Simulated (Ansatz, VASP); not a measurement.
# One calculation of Ta2Si, two programs

```xyz
6
Lattice="-3.0467 3.0467 2.5053 3.0467 -3.0467 2.5053 3.0467 3.0467 -2.5053" Properties=species:S:1:pos:R:3 pbc="T T T"
Ta    2.0570    0.9897    2.5053
Ta   -0.9897    2.0570    2.5053
Ta    0.9897    2.0570    0.0000
Ta    4.0365    0.9897    0.0000
Si    0.0000    0.0000    1.2526
Si    0.0000    0.0000    3.7579
```

Alike in both runs: functional LDA; k mesh 10 × 10 × 10; occupations fermi-dirac, width 0.15 eV; no spin polarisation.

Ansatz relaxed the structure, and its values are those at the end. VASP's run is a single point on that final structure, the one shown.

```csv
,VASP,Ansatz
version,VASP 6.6.1,Ansatz 0.2.0
potentials or method,"VASP PAW LDA potentials, release 64 (Ta_pv, Si), cutoff 520 eV","scalar-relativistic, plane waves, PAW"
valence electrons in the cell,52,60
```

Ansatz gave:

* gap on the k mesh at the Fermi level (eV): none
* pressure (GPa): 0.0
* rms of the force components (eV/Å): 0.000

Task: Estimate VASP's values.

Result: gap on the k mesh at the Fermi level (eV): none; pressure (GPa): 0.9; rms of the force components (eV/Å): 0.003.

LDA's correlation is that of Perdew and Zunger in VASP and of Perdew and Wang (1992) in Ansatz. A gap of «none» marks a metal or a gap that the smearing closes. VASP's potentials hold 52 valence electrons a cell and Ansatz's 60, so a difference there can come from the potentials and not from the codes.

Neither program's run includes spin-orbit coupling.
